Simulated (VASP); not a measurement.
# LuF4 (R3m) in VASP: further runs

The runs below take LuF4 through single point, relaxation of cell and atoms, with PBE.

All numbers are computed with VASP 6.6.1; they aren't measurements. Logs are shortened: lines on timing, memory, paths and dates and some standing lists are left out, and cuts for length are marked.

### Step 1. The cell of the first run

Symmetry: R3m, No. 160, trigonal system. Conventional cell: a = 6.457 Å, b = 6.457 Å, c = 6.401 Å, α = 90.00°, β = 90.00°, γ = 120.00°. Lu (site symmetry 3m) has 7 F at 2.16 to 2.19 Å within 2.9 Å. F (site symmetry 3m) has 1 Lu at 2.16 Å and 3 F at 2.52 Å within 2.9 Å. Within 2.9 Å of F (site symmetry m) lie 2 Lu at 2.18 to 2.19 Å and 7 F at 2.52 to 2.89 Å.

The cell was built from a structure type or drawn by symmetry, and may not be a known phase.

### Step 2. Single point, PBE

File INCAR:

```
PREC = Accurate
ENCUT = 520
EDIFF = 1E-6
ISMEAR = 0
SIGMA = 0.1
LREAL = False
LASPH = True
NELM = 100
ALGO = Normal
ISIF = 2
LWAVE = False
LCHARG = False
GGA = PE
NBANDS = 34
```

File KPOINTS:

```
regular mesh
0
Gamma
  6 6 6
```

File POSCAR:

```
LuF4
1.0
    3.2283073592      1.8638641228      2.1335698165
   -3.2283073592      1.8638641228      2.1335698165
    0.0000000000     -3.7277282457      2.1335698165
Lu F
1 4
Direct
    0.2495804908      0.2495804908      0.2495804908
    0.9114134445      0.9114134445      0.9114134445
    0.3227204874      0.7695619098      0.3227204874
    0.3227204874      0.3227204874      0.7695619098
    0.7695619098      0.3227204874      0.3227204874
```

Potentials or basis: VASP PAW PBE potentials, release 64 (Lu, F).

Launch:

```
> cat potpaw_PBE.64/Lu/POTCAR potpaw_PBE.64/F/POTCAR > POTCAR
> mpirun -np 1 vasp_std > vasp.out
```

OUTCAR:

```text
PREC = Accurate
   ENCUT = 520
   EDIFF = 1E-6
   ISMEAR = 0
   LREAL = False
   LASPH = True
   NELM = 100
   ISIF = 2
   GGA = PE

 ion  position               nearest neighbor table
   1  0.250  0.250  0.250-   2 2.16   4 2.18   3 2.18   5 2.18   5 2.19   3 2.19   4 2.19
   2  0.911  0.911  0.911-   1 2.16
   3  0.323  0.770  0.323-   1 2.18   1 2.19
   4  0.323  0.323  0.770-   1 2.18   1 2.19
   5  0.770  0.323  0.323-   1 2.18   1 2.19

  LATTYP: Found a trigonal (rhomboedric) cell.
 ALAT       =     4.2951225868
 COS(alpha) =    -0.1298703730

  Lattice vectors:

 A1 = (   3.2283073592,   1.8638641228,   2.1335698165)
 A2 = (  -3.2283073592,   1.8638641228,   2.1335698165)
 A3 = (   0.0000000000,  -3.7277282457,   2.1335698165)

Analysis of symmetry for initial positions (statically):
=====================================================================
 Subroutine PRICEL returns:
 Original cell was already a primitive cell.

 Routine SETGRP: Setting up the symmetry group for a
 trigonal (rhombohedral) supercell.

 Subroutine GETGRP returns: Found  6 space group operations
 (whereof  6 operations were pure point group operations)
 out of a pool of 12 trial point group operations.

The static configuration has the point symmetry C_3v.

Analysis of symmetry for dynamics (positions and initial velocities):
=====================================================================
 Subroutine PRICEL returns:
 Original cell was already a primitive cell.

 Routine SETGRP: Setting up the symmetry group for a
 trigonal (rhombohedral) supercell.

 Subroutine GETGRP returns: Found  6 space group operations
 (whereof  6 operations were pure point group operations)
 out of a pool of 12 trial point group operations.

The dynamic configuration has the point symmetry C_3v.

 Subroutine INISYM returns: Found  6 space group operations
 (whereof  6 operations are pure point group operations),
 and found     1 'primitive' translations

----------------------------------------------------------------------------------------

                                     Primitive cell

  volume of cell :      77.0278

  direct lattice vectors                    reciprocal lattice vectors
     3.228307359  1.863864123  2.133569817     0.154879924  0.089419966  0.156232681
    -3.228307359  1.863864123  2.133569817    -0.154879924  0.089419966  0.156232681
     0.000000000 -3.727728246  2.133569817     0.000000000 -0.178839932  0.156232681

  length of vectors
     4.295122587  4.295122587  4.295122587     0.237470782  0.237470782  0.237470782

  position of ions in fractional coordinates (direct lattice)
     0.249580491  0.249580491  0.249580491
     0.911413444  0.911413444  0.911413444
     0.322720487  0.769561910  0.322720487
     0.322720487  0.322720487  0.769561910
     0.769561910  0.322720487  0.322720487

  ion indices of the primitive-cell ions
   primitive index   ion index
                 1           1
                 2           2
                 3           3
                 4           4
                 5           5

----------------------------------------------------------------------------------------

 KPOINTS: regular mesh

Automatic generation of k-mesh.
 Grid dimensions read from file:
 generate k-points for:    6    6    6

 Generating k-lattice:

  Cartesian coordinates                     Fractional coordinates (reciprocal lattice)
     0.025813321  0.014903328  0.026038780     0.166666667 -0.000000000 -0.000000000
    -0.025813321  0.014903328  0.026038780    -0.000000000  0.166666667 -0.000000000
     0.000000000 -0.029806655  0.026038780    -0.000000000 -0.000000000  0.166666667

  Length of vectors
     0.039578464  0.039578464  0.039578464

  Shift w.r.t. Gamma in fractional coordinates (k-lattice)
     0.000000000  0.000000000  0.000000000

 Subroutine IBZKPT returns following result:
 ===========================================

 Found     32 irreducible k-points:

 Following reciprocal coordinates:
            Coordinates               Weight
  0.000000  0.000000  0.000000      1.000000
  0.166667  0.000000  0.000000      6.000000
  0.333333  0.000000  0.000000      6.000000
  0.500000  0.000000  0.000000      3.000000
  0.166667  0.166667  0.000000      6.000000
  0.333333  0.166667  0.000000     12.000000
[... 16 lines left out ...]
  0.500000  0.500000  0.166667      6.000000
 -0.333333  0.500000  0.166667     12.000000
 [... further k-points ...]
   k-points           NKPTS =     32   k-points in BZ     NKDIM =     32   number of bands    NBANDS=     34
   number of dos      NEDOS =    301   number of ions     NIONS =      5
   total plane-waves  NPLWV =  32768
   dimension x,y,z NGX =    32 NGY =   32 NGZ =   32
   dimension x,y,z NGXF=    64 NGYF=   64 NGZF=   64
   ions per type =               1   4
   NGX,Y,Z   is equivalent  to a cutoff of  12.39, 12.39, 12.39 a.u.
   NGXF,Y,Z  is equivalent  to a cutoff of  24.77, 24.77, 24.77 a.u.
 SYSTEM =  unknown system
   PREC   = accura    normal or accurate (medium, high low for compatibility)
   ISTART =      0    job   : 0-new  1-cont  2-samecut
   ICHARG =      2    charge: 1-file 2-atom 10-const
   ISPIN  =      1    spin polarized calculation?
   LNONCOLLINEAR =      F non collinear calculations
   LSORBIT =      F    spin-orbit coupling
   LASPH  =      T    aspherical Exc in radial PAW
   ENCUT  =  520.0 eV  38.22 Ry    6.18 a.u.   7.99  7.99  7.99*2*pi/ulx,y,z
   NELM   =    100;   NELMIN=  2; NELMDL= -5     # of ELM steps
   EDIFF  = 0.1E-05   stopping-criterion for ELM
   LREAL  =      F    real-space projection
   EDIFFG = 0.1E-04   stopping-criterion for IOM
   NSW    =      0    number of steps for IOM
   IBRION =     -1    ionic relax: 0-MD 1-quasi-New 2-CG
   NFREE  =      0    steps in history (QN), initial steepest desc. (CG)
   ISIF   =      2    stress and relaxation
   ISYM   =      2    0-nonsym 1-usesym 2-fastsym
   POTIM  = 0.5000    time-step for ionic-motion
   TEBEG  =    0.0;   TEEND  =   0.0 temperature during run
   PSTRESS=    0.0 pullay stress
   NELECT =      53.0000    total number of electrons
   NUPDOWN=      -1.0000    fix difference up-down
   EMIN   =  10.00;   EMAX   =-10.00  energy-range for DOS
   EFERMI =   0.00;   METHOD = LEGACY
   ISMEAR =     0;   SIGMA  =   0.10  broadening in eV -4-tet -1-fermi 0-gaus
   EFERMI_NEDOS =   21; number of points for ismear=-14 and -15
   IALGO  =     38    algorithm
   IMIX   =      4    mixing-type and parameters
     AMIX     =   0.40;   BMIX     =  1.00
     AMIX_MAG =   1.60;   BMIX_MAG =  1.00
  volume/ion in A,a.u.               =      15.41       103.96
  Fermi-wavevector in a.u.,A,eV,Ry     =   1.445277  2.731177 28.420191  2.088825
  Thomas-Fermi vector in A             =   2.563477
   LORBIT       =      0    0 simple, 1 ext, 2 COOP (PROOUT), +10 PAW based schemes
   GGA     = PE    functional components
   LHFCALC =     F    Hartree Fock is set to
   AEXX    =    0.0000 exact exchange contribution
   IVDW    =     0    specifies the selected vdW correction
   LEPSILON=     F    determine dielectric tensor
   LRPA    =     F    only Hartree local field effects (RPA)
 non-spin polarized calculation
 Gauss-broadening in eV      SIGMA  =   0.10
  energy-cutoff  :      520.00
  volume of cell :       77.03
 maximum number of plane-waves:      2100
   NGX = 15   NGY = 15   NGZ = 15

 number of electron      53.0000005 magnetization

 Free energy of the ion-electron system (eV)
  ---------------------------------------------------
  ext. energy  EPLUGINS =         0.00000000
  ---------------------------------------------------
  free energy    TOTEN  =       -26.93486637 eV

  energy without entropy =      -26.86157100  energy(sigma->0) =      -26.89821868

 E-fermi :  -3.8045     XC(G=0):  -9.0720

 val. band max:       -3.8058340679   @ k =   0.5000   0.3333   0.3333
 cond. band min:      -3.8022631406   @ k =   0.5000   0.5000   0.1667
 fundamental gap:      0.0035709274
 Fermi energy:        -3.8045408315

 k-point     1 :       0.0000    0.0000    0.0000
  band No.  band energies     occupation
      1     -55.9970      2.00000
      2     -26.8926      2.00000
      3     -26.7170      2.00000
      4     -26.7170      2.00000
      5     -24.0611      2.00000
      6     -23.6511      2.00000
[... 26 lines left out ...]
     33       6.9266      0.00000
     34      11.5106      0.00000

 k-point     2 :       0.1667    0.0000    0.0000
  band No.  band energies     occupation
      1     -55.9967      2.00000
      2     -26.9660      2.00000
      3     -26.7871      2.00000
      4     -26.7161      2.00000
      5     -23.9883      2.00000
      6     -23.6509      2.00000
[... 26 lines left out ...]
     33       7.4317      0.00000
     34      10.7019      0.00000

 k-point     3 :       0.3333    0.0000    0.0000
  band No.  band energies     occupation
      1     -55.9962      2.00000
      2     -27.1793      2.00000
      3     -26.8157      2.00000
      4     -26.7143      2.00000
      5     -23.9254      2.00000
      6     -23.6502      2.00000
[... 26 lines left out ...]
     33       7.6594      0.00000
     34       9.5308      0.00000
[... 704 lines left out ...]
 k-point    23 :       0.5000    0.5000    0.1667
  band No.  band energies     occupation
      1     -55.9946      2.00000
      2     -27.2779      2.00000
      3     -27.2539      2.00000
      4     -26.9000      2.00000
      5     -23.5782      2.00000
      6     -23.1823      2.00000
[... 26 lines left out ...]
     33       9.4500      0.00000
     34       9.6865      0.00000

 k-point    24 :      -0.3333    0.5000    0.1667
  band No.  band energies     occupation
      1     -55.9949      2.00000
      2     -27.2735      2.00000
      3     -27.1612      2.00000
      4     -26.8946      2.00000
      5     -23.5740      2.00000
      6     -23.2515      2.00000
[... 26 lines left out ...]
     33       8.8050      0.00000
     34       9.2259      0.00000

 [... further k-points ...]

------------------------ aborting loop because EDIFF is reached ----------------------------------------

  FORCE on cell =-STRESS in cart. coord.  units (eV):
  Direction    XX          YY          ZZ          XY          YZ          ZX
  --------------------------------------------------------------------------------------
  -------------------------------------------------------------------------------------
  Total        0.1873016      0.1873016      0.1788926      0.0000000     -0.0000000      0.0000000
  in kB        3.8958739      3.8958739      3.7209655      0.0000000     -0.0000000      0.0000000
  external PRESSURE =       3.8375711 kB  Pullay stress =       0.0000000 kB

 VOLUME and BASIS-vectors are now :
 -----------------------------------------------------------------------------
  energy-cutoff  :      520.00
  volume of cell :       77.03
      direct lattice vectors                 reciprocal lattice vectors
     3.228307359  1.863864123  2.133569817     0.154879924  0.089419966  0.156232681
    -3.228307359  1.863864123  2.133569817    -0.154879924  0.089419966  0.156232681
     0.000000000 -3.727728246  2.133569817     0.000000000 -0.178839932  0.156232681

 POSITION                                       TOTAL-FORCE (eV/Angst)
 -----------------------------------------------------------------------------------
      0.00000     -0.00000      1.59749        -0.000000     -0.000000      0.054508
      0.00000     -0.00000      5.83369        -0.000000      0.000000     -0.137112
     -1.44254      0.83285      3.01901         0.018423     -0.010637      0.027535
      0.00000     -1.66570      3.01901        -0.000000      0.021274      0.027535
      1.44254      0.83285      3.01901        -0.018423     -0.010637      0.027535
 -----------------------------------------------------------------------------------
    total drift:                                0.000000     -0.000002      0.001711

  FREE ENERGIE OF THE ION-ELECTRON SYSTEM (eV)
  ---------------------------------------------------
  free  energy   TOTEN  =       -26.9348663720 eV

  energy  without entropy=      -26.8615709950  energy(sigma->0) =      -26.89821868
```

It took 1.9 min on 1 thread of Intel Xeon 6975P-C (Granite Rapids), shared host; peak memory 0.22 GiB.

What came out:

```yaml
Free_energy: -26.9349 eV
Pressure: 0.4 GPa
Largest_force: 0.137 eV/Å
Band_gap_on_the_k_mesh: zero (an odd number of electrons rules out a gap without spin polarisation)
```

Forces on the atoms (eV/Å):
```
Lu   0.000  0.000  0.055
F    0.000  0.000 -0.137
F    0.018 -0.011  0.028
F    0.000  0.021  0.028
F   -0.018 -0.011  0.028
```

Caveat: spin-orbit coupling is left out, which moves the levels of the heavy elements; an odd number of electrons without spin polarisation forces a metal; a magnetic or distorted state may lie lower.

### Step 3. Single point, PBE

This run uses another cell than the first one, of 15.92 Å³/atom.

File INCAR:

```
PREC = Accurate ; ENCUT = 520
EDIFF = 1E-6 ; ISMEAR = 0
SIGMA = 0.1 ; LREAL = False
LASPH = True ; NELM = 100
ALGO = Normal ; ISIF = 2
LWAVE = False ; LCHARG = True
GGA = PE ; LELF = True
LVHAR = True ; NBANDS = 34
```

KPOINTS is that of step 2.

File POSCAR:

```
LuF4
1.0
    2.9455268600      1.7006007300      2.6492363300
   -2.9455268600      1.7006007300      2.6492363300
    0.0000000000     -3.4012014600      2.6492363300
Lu F
1 4
Direct
    0.2063000000      0.2063000000      0.2063000000
    0.9687091700      0.9687091700      0.9687091700
    0.3077927300      0.7854021900      0.3077927300
    0.3077927300      0.3077927300      0.7854021900
    0.7854021900      0.3077927300      0.3077927300
```

Potentials or basis: VASP PAW PBE potentials, release 64 (Lu, F).

Launch:

```
> cat potpaw_PBE.64/Lu/POTCAR potpaw_PBE.64/F/POTCAR > POTCAR
> mpirun -np 1 vasp_std > vasp.out
```

Run time: 60 s. Hardware: 1 thread of Intel Xeon 6975P-C (Granite Rapids), shared host; peak memory 0.23 GiB.

The run converged. Its results:

```
Free energy            : -24.1442 eV
Pressure               : 23.9 GPa
Largest force          : 8.979 eV/Å
Band gap on the k mesh : zero (an odd number of electrons rules out a gap without spin polarisation)
```

Forces in eV/Å, atoms in the order of the input:
```
Lu   0.000  0.000  8.979
F    0.000  0.000 -5.509
F    4.557 -2.631 -1.156
F    0.000  5.262 -1.156
F   -4.557 -2.631 -1.156
```

Stress tensor (GPa, compression positive):
```
26.42  0.00  0.00
 0.00 26.42  0.00
 0.00  0.00 18.75
```

Levels at points of the mesh, in eV from the Fermi level:
```
           k point  band 25  band 26  band 27  band 28  band 29  band 30
(0.00, 0.00, 0.00)    -0.23    -0.15    -0.15     7.49     9.78     9.78
(0.50, 0.00, 0.00)    -0.37    -0.08    -0.05     9.48     9.59    10.08
(0.50, 0.50, 0.00)    -0.18    -0.08     0.02     9.50     9.89    10.61
(0.50, 0.50, 0.50)    -0.20     0.00     0.00     9.75     9.75    10.30
```

Caveat: the cell stands under pressure; spin-orbit coupling is left out, which moves the levels of the heavy elements; an odd number of electrons without spin polarisation forces a metal; a magnetic or distorted state may lie lower.

### Step 4. Relaxation of cell and atoms, PBE

This run uses another cell than the first one, of 15.92 Å³/atom.

File INCAR:

```
PREC = Accurate
ENCUT = 600
EDIFF = 1E-6
ISMEAR = 0
SIGMA = 0.1
LREAL = False
LASPH = True
NELM = 60
ALGO = Normal
ISIF = 3
LWAVE = False
LCHARG = False
GGA = PE
IBRION = 2
NSW = 90
EDIFFG = -0.04
```

KPOINTS is that of step 3.

POSCAR is that of step 3.

Launch:

```
> cat potpaw_PBE.64/Lu/POTCAR potpaw_PBE.64/F/POTCAR > POTCAR
> mpirun -np 1 vasp_std > vasp.out
```

Wall time 27 min (1 thread of Intel Xeon 6975P-C (Granite Rapids), shared host); peak memory 0.28 GiB.

It converged, with:

```yaml
Free_energy: -26.9460 eV
Relaxed_volume: 15.50 Å³/atom
Relaxed_cell: a = 4.302 Å, b = 4.302 Å, c = 4.302 Å, α = 97.35°, β = 97.35°, γ = 97.35°
Space_group_after_relaxing_to_0.1_Å: R3m (No. 160)
Energy_gained_by_relaxing: 558.8 meV/atom
Ionic_steps: 37
Pressure_after_relaxing: 0.0 GPa
Largest_force_after_relaxing: 0.040 eV/Å
Band_gap_on_the_k_mesh: zero (an odd number of electrons rules out a gap without spin polarisation)
```

Forces in eV/Å, atoms in the order of the input:
```
Lu   0.000  0.000 -0.040
F    0.000  0.000  0.000
F   -0.019  0.011  0.013
F    0.000 -0.021  0.013
F    0.019  0.011  0.013
```

Stress tensor (GPa, compression positive):
```
 0.01  0.00  0.00
 0.00  0.01  0.00
 0.00  0.00 -0.11
```

Step by step:
```tsv
step	energy change (eV)	largest force (eV/Å)	pressure (GPa)	volume (Å³)
1	0.0000	8.9726	24.51	79.62
2	-0.5364	0.9829	-12.60	111.09
3	-2.1259	0.4722	-6.37	91.58
4	-2.1477	0.6571	-5.67	90.70
5	-2.1562	1.0393	-3.67	89.25
6	-2.1576	0.9425	-4.01	89.58
7	-2.4193	0.9895	-2.36	85.20
8	-2.5908	0.7512	-0.80	80.13
9	-1.8034	2.4925	19.08	70.27
10	-2.5885	0.9729	2.31	79.01
11	-2.6433	0.5453	0.50	79.86
12	-2.6440	0.4165	1.19	79.75
13	-2.6860	0.2456	-0.98	81.45
14	-2.6944	0.1761	-1.98	82.42
15	-2.7279	0.2090	-0.94	81.32
16	-2.7411	0.5905	2.05	79.61
17	-2.7415	0.4124	0.14	80.28
18	-2.7421	0.4530	-0.03	80.12
19	-2.7641	0.2821	0.34	79.35
20	-2.7759	0.2267	0.93	78.29
21	-2.7842	0.2030	-1.18	79.20
22	-2.7841	0.2055	-0.56	79.10
23	-2.7894	0.0550	0.02	78.67
24	-2.7898	0.0794	-0.28	78.59
25	-2.7900	0.1314	-0.17	78.42
26	-2.7900	0.1121	-0.43	78.47
27	-2.7916	0.1405	0.62	77.55
28	-2.7915	0.1338	-0.18	77.75
29	-2.7916	0.1390	0.28	77.60
30	-2.7916	0.1392	0.54	77.58
31	-2.7931	0.0591	0.15	77.43
32	-2.7934	0.0847	0.21	77.33
33	-2.7939	0.0404	-1.36	77.50
34	-2.7938	0.0487	0.07	77.46
35	-2.7938	0.0452	0.02	77.47
36	-2.7938	0.0416	0.00	77.49
37	-2.7939	0.0398	-0.03	77.49
```

Final structure:
```cif
data_structure
_symmetry_space_group_name_H-M 'P 1'
_symmetry_Int_Tables_number 1
_cell_length_a 4.3024
_cell_length_b 4.3024
_cell_length_c 4.3024
_cell_angle_alpha 97.346
_cell_angle_beta 97.346
_cell_angle_gamma 97.346
_cell_volume 77.49
loop_
_atom_site_label
_atom_site_type_symbol
_atom_site_fract_x
_atom_site_fract_y
_atom_site_fract_z
_atom_site_occupancy
Lu1 Lu 0.25002 0.25002 0.25002 1
F1 F 0.91057 0.91057 0.91057 1
F2 F 0.32314 0.76913 0.32314 1
F3 F 0.32314 0.32314 0.76913 1
F4 F 0.76913 0.32314 0.32314 1
```

Levels at points of the mesh, in eV from the Fermi level:
```
           k point  band 25  band 26  band 27  band 28  band 29  band 30
(0.00, 0.00, 0.00)    -0.08    -0.08    -0.08     7.91     8.43     8.43
(0.50, 0.00, 0.00)    -0.21    -0.16    -0.01     8.61     9.09     9.72
(0.50, 0.50, 0.00)    -0.21    -0.13     0.00     9.04     9.42    10.22
(0.50, 0.50, 0.50)    -0.10     0.06     0.06     9.62     9.62    10.27
```

Caveat: spin-orbit coupling is left out, which moves the levels of the heavy elements; an odd number of electrons without spin polarisation forces a metal; a magnetic or distorted state may lie lower.

(Continued in part 2 of 2.)
